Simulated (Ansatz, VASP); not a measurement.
# Ge: VASP beside Ansatz

INCAR

```
SYSTEM = Ge
PREC = Accurate
ENCUT = 520
EDIFF = 1E-7
ISMEAR = -1
SIGMA = 0.02
LREAL = .False.
LASPH = .True.
NELM = 100
ALGO = Normal
ISIF = 2
LWAVE = .False.
LCHARG = .True.
LDIPOL = .True.
IDIPOL = 3
DIPOL = 0.5 0.5 0.500
LELF = .True.
LVHAR = .True.
LVACPOTAV = .True.
NBANDS = 51
```

KPOINTS

```
Automatic mesh
0
Gamma
  8 6 1
  0 0 0
```

POSCAR

```
Ge
1.0
    3.9751430018      0.0000000000      0.0000000000
    0.0000000000      5.6217011455      0.0000000000
    0.0000000000      0.0000000000     19.9751000000
Ge
6
Direct
    0.7500000000      0.1187605026      0.4032256546
    0.2500000000      0.8812394974      0.4032256546
    0.2500000000      0.6230132001      0.5000000002
    0.7500000000      0.3769867999      0.5000000002
    0.7500000000      0.1187605026      0.5967743452
    0.2500000000      0.8812394974      0.5967743452
```

Input for Ansatz:

```yaml
crystal:
  lattice:
    - [3.9751430018, 0.0, 0.0]
    - [0.0, 5.6217011455, 0.0]
    - [0.0, 0.0, 19.9751]
  atoms:
    - { symbol: Ge, position: [0.75, 0.1187605026, 0.4032256546] }
    - { symbol: Ge, position: [0.25, 0.8812394974, 0.4032256546] }
    - { symbol: Ge, position: [0.25, 0.6230132001, 0.5000000002] }
    - { symbol: Ge, position: [0.75, 0.3769867999, 0.5000000002] }
    - { symbol: Ge, position: [0.75, 0.1187605026, 0.5967743452] }
    - { symbol: Ge, position: [0.25, 0.8812394974, 0.5967743452] }
  periodic: [true, true, false]
kpoints:
  mp_grid: { grid: [8, 6, 1] }
scf:
  occupations: { method: fermi_dirac, width: 0.02 }
hamiltonian:
  xc: lda
  pseudopotentials: { kind: paw }
output:
  forces: true
  stress: true
  eigenvalues: true
```

Alike in both runs: task single point; functional LDA; k mesh 8 × 6 × 1; occupations fermi-dirac, width 0.02 eV; no spin polarisation.

|  | VASP | Ansatz |
| --- | --- | --- |
| version | VASP 6.6.1 | Ansatz 0.2.0 |
| potentials or method | VASP PAW LDA potentials, release 64 (Ge_d) | PAW with Ansatz's default frozen-core files, scalar-relativistic |
| plane-wave cutoff (eV) | 520 | 420 |
| valence electrons in the cell | 84 | 84 |

|  | VASP | Ansatz | Ansatz less VASP |
| --- | --- | --- | --- |
| rms of the force components (eV/Å) | 0.008 | 0.000 | -0.0075 |

LDA's correlation is that of Perdew and Zunger in VASP and of Perdew and Wang (1992) in Ansatz. Atom by atom the forces differ by 0.008 eV/Å (rms over components). Ansatz's warnings: slab cell height set.
